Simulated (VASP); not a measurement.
A run of VASP 6.6.1 is set up as follows.

INCAR

```
SYSTEM = PbF2
PREC = Accurate
ENCUT = 520
EDIFF = 1E-8
ISMEAR = -1
SIGMA = 0.02
LREAL = .FALSE.
LASPH = .TRUE.
NELM = 100
ALGO = Normal
ISIF = 2
LWAVE = .FALSE.
LCHARG = .FALSE.
GGA = PE
LEFG = .TRUE.
NBANDS = 68
```

Contents of KPOINTS:

```
Automatic mesh
0
G
  4 6 3
  0 0 0
```

The input POSCAR:

```
PbF2
1.0
    6.4268900000      0.0000000000      0.0000000000
    0.0000000000      3.8909800000      0.0000000000
    0.0000000000      0.0000000000      7.6357400000
Pb F
4 8
Direct
    0.7560000000      0.7500000000      0.1030000000
    0.2440000000      0.2500000000      0.8970000000
    0.7440000000      0.2500000000      0.6030000000
    0.2560000000      0.7500000000      0.3970000000
    0.1420000000      0.7500000000      0.0850000000
    0.8580000000      0.2500000000      0.9150000000
    0.3580000000      0.2500000000      0.5850000000
    0.6420000000      0.7500000000      0.4150000000
    0.5510000000      0.7500000000      0.8140000000
    0.4490000000      0.2500000000      0.1860000000
    0.9490000000      0.2500000000      0.3140000000
    0.0510000000      0.7500000000      0.6860000000
```

Potentials or basis: VASP PAW PBE potentials, release 64 (Pb_d, F).

Launch:

```bash
$ cat potpaw_PBE.64/Pb_d/POTCAR potpaw_PBE.64/F/POTCAR > POTCAR
$ mpirun -np 1 vasp_std > vasp.out
```

**Question.** Predict the band gap on the k mesh.

**Answer.** 4.29 eV, indirect (least direct gap 4.31 eV).

**Question.** Predict the pressure.

**Answer.** 1.6 GPa.

**Question.** Predict the largest force.

**Answer.** 0.433 eV/Å.

Forces on the atoms (eV/Å):
```
Pb  -0.151  0.000 -0.002
Pb   0.151  0.000  0.002
Pb   0.151  0.000 -0.002
Pb  -0.151  0.000  0.002
F   -0.083  0.000 -0.425
F    0.083  0.000  0.425
F    0.083  0.000 -0.425
F   -0.083  0.000  0.425
F   -0.131  0.000  0.175
F    0.131  0.000 -0.175
F    0.131  0.000  0.175
F   -0.131  0.000 -0.175
```

Caveat: without QUAD_EFG the Cq values of the log hold for a quadrupole moment of 1 mb, not for the nuclei; spin-orbit coupling is left out, which moves the levels of the heavy elements. A k mesh can miss the band edges.
